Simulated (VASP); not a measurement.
A run of VASP 6.6.1:

Contents of INCAR:

```
SYSTEM = Li3Rh
PREC     = Accurate       ! precision mode
ENCUT    = 600            ! plane-wave cutoff, eV
EDIFF    = 1E-6           ! SCF threshold, eV
ISMEAR   = 0              ! smearing method
SIGMA    = 0.1            ! smearing width, eV
LREAL    = .False.        ! projectors in reciprocal space
LASPH    = .True.         ! aspherical terms in the spheres
NELM     = 100            ! most SCF steps
ALGO     = Normal         ! electronic algorithm
ISIF     = 3              ! what is computed and relaxed
LWAVE    = .False.        ! write WAVECAR
LCHARG   = .False.        ! write CHGCAR
GGA      = PS             ! functional
IBRION   = 2              ! ionic algorithm
NSW      = 70             ! ionic steps
EDIFFG   = -0.005         ! ionic threshold
```

The input KPOINTS:

```
regular mesh
0
Gamma
  12 12 12
  0 0 0
```

POSCAR

```
Li3Rh
1.0
    0.0000000000      3.0108033486      3.0108033486
    3.0108033486      0.0000000000      3.0108033486
    3.0108033486      3.0108033486      0.0000000000
Li Rh
3 1
Direct
    0.2500000000      0.2500000000      0.2500000000
    0.7500000000      0.7500000000      0.7500000000
    0.5000000000      0.5000000000      0.5000000000
    0.0000000000      0.0000000000      0.0000000000
```

Potentials or basis: VASP PAW PBE potentials, release 64 (Li_sv, Rh_pv).

Launch:

```sh
$ cat potpaw_PBE.64/Li_sv/POTCAR potpaw_PBE.64/Rh_pv/POTCAR > POTCAR
$ mpirun -np 1 vasp_std > vasp.out
```

Hardware: 1 thread of Intel(R) Xeon(R) Platinum 8488C (Sapphire Rapids) (shared host).

Q: How long does it take, and how much memory?

A: It took 3.2 min on 1 thread of Intel(R) Xeon(R) Platinum 8488C (Sapphire Rapids), on a shared host, peak memory 0.26 GiB. Counts: scf iterations 50, k points 72, ion steps 6.
